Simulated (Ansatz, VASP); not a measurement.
## Co3Si8Ni in VASP and in Ansatz

```
Co Si Ni
1.0
     5.37058    0.00000    0.00000
     0.00000    5.37058    0.00000
     0.00000    0.00000    5.37058
Co Si Ni
3 8 1
Direct
  0.50000 0.00000 0.50000
  0.50000 0.50000 0.00000
  0.00000 0.50000 0.50000
  0.74786 0.25214 0.74786
  0.25214 0.25214 0.25214
  0.74786 0.74786 0.25214
  0.25214 0.74786 0.74786
  0.25214 0.74786 0.25214
  0.74786 0.74786 0.74786
  0.25214 0.25214 0.74786
  0.74786 0.25214 0.25214
  0.00000 0.00000 0.00000
```

Alike in both runs: functional PBE; k mesh 8 × 8 × 8; occupations gaussian, width 0.1 eV; no spin polarisation.

Ansatz relaxed the structure, and its values are those at the end. VASP's run is a single point on that final structure, the one shown.

|  | VASP | Ansatz |
| --- | --- | --- |
| version | VASP 6.6.1 | Ansatz 0.2.0 |
| potentials or method | VASP PAW PBE potentials, release 64 (Co, Si, Ni), cutoff 520 eV | scalar-relativistic, plane waves, PAW |
| valence electrons in the cell | 69 | 101 |

Ansatz gave:

```
gap on the k mesh at the Fermi level (eV) : none
pressure (GPa)                            : 0.0
```

Question: What did VASP give for the same quantities?

Answer: gap on the k mesh at the Fermi level (eV): none; pressure (GPa): -0.1.

A gap of «none» marks a metal or a gap that the smearing closes. VASP's potentials hold 69 valence electrons a cell and Ansatz's 101, so a difference there can come from the potentials and not from the codes.
